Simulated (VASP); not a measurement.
Input of a VASP 6.6.1 run:

INCAR

```
SYSTEM = Os
ALGO     = Normal         ! electronic algorithm
EDIFF    = 1E-7           ! SCF threshold, eV
ENCUT    = 520            ! plane-wave cutoff, eV
GGA      = CA             ! functional
ISIF     = 2              ! what is computed and relaxed
ISMEAR   = -1             ! smearing method
LASPH    = .TRUE.         ! aspherical terms in the spheres
LCHARG   = .FALSE.        ! write CHGCAR
LREAL    = .FALSE.        ! projectors in reciprocal space
LWAVE    = .FALSE.        ! write WAVECAR
NBANDS   = 10             ! bands
NELM     = 80             ! most SCF steps
PREC     = Accurate       ! precision mode
SIGMA    = 0.15           ! smearing width, eV
```

File KPOINTS:

```
k-points
0
G
  8 8 8
  0 0 0
```

Contents of POSCAR:

```
Os
1.0
    2.7506450000      0.0000000000      0.0000000000
    1.3753225000      2.3821284468      0.0000000000
    1.3753225000      0.7940428156      2.2458922378
Os
1
Direct
    0.0000000000      0.0000000000      0.0000000000
```

Potentials or basis: VASP PAW LDA potentials, release 64 (Os).

The run is started by

```bash
$ cat potpaw_LDA.64/Os/POTCAR > POTCAR
$ mpirun -np 1 vasp_std > vasp.out
```

Estimate the pressure.

-24.9 GPa.

Estimate the band gap on the k mesh.

zero (band 4 reaches 10.87 eV, above the bottom of band 5 at 7.65 eV).

Caveat: spin-orbit coupling is left out, which moves the levels of the heavy elements.
